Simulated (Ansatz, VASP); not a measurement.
## Two plane-wave programs on Si

```
Si
1.0
    -3.18283    3.18283    3.44923
     3.18283   -3.18283    3.44923
     3.18283    3.18283   -3.44923
Si
8
Direct
  0.20285 0.20285 0.20285
  0.50000 0.00000 0.29715
  0.29715 0.50000 0.00000
  0.00000 0.29715 0.50000
  0.79715 0.79715 0.79715
  0.50000 0.00000 0.70285
  0.70285 0.50000 0.00000
  0.00000 0.70285 0.50000
```

Alike in both runs: task single point; functional PBE; k mesh 10 × 10 × 10; occupations gaussian, width 0.15 eV; no spin polarisation.

|  | VASP | Ansatz |
| --- | --- | --- |
| version | VASP 6.6.1 | Ansatz 0.2.0 |
| potentials or method | VASP PAW PBE potentials, release 64 (Si), cutoff 520 eV | scalar-relativistic, plane waves, PAW |
| valence electrons in the cell | 32 | 32 |

Ansatz gave:

```
gap on the k mesh at the Fermi level (eV)                     : none
pressure (GPa)                                                : 6.1
traceless stress, the component that is largest in VASP (GPa) : -8.72
rms of the force components (eV/Å)                            : 0.379
```

Q: Which values does VASP return?

A: gap on the k mesh at the Fermi level (eV): none; pressure (GPa): 6.0; traceless stress, the component that is largest in VASP (GPa): -8.73; rms of the force components (eV/Å): 0.378.

Atom by atom the forces differ by 0.002 eV/Å (rms over components). A gap of «none» marks a metal or a gap that the smearing closes.
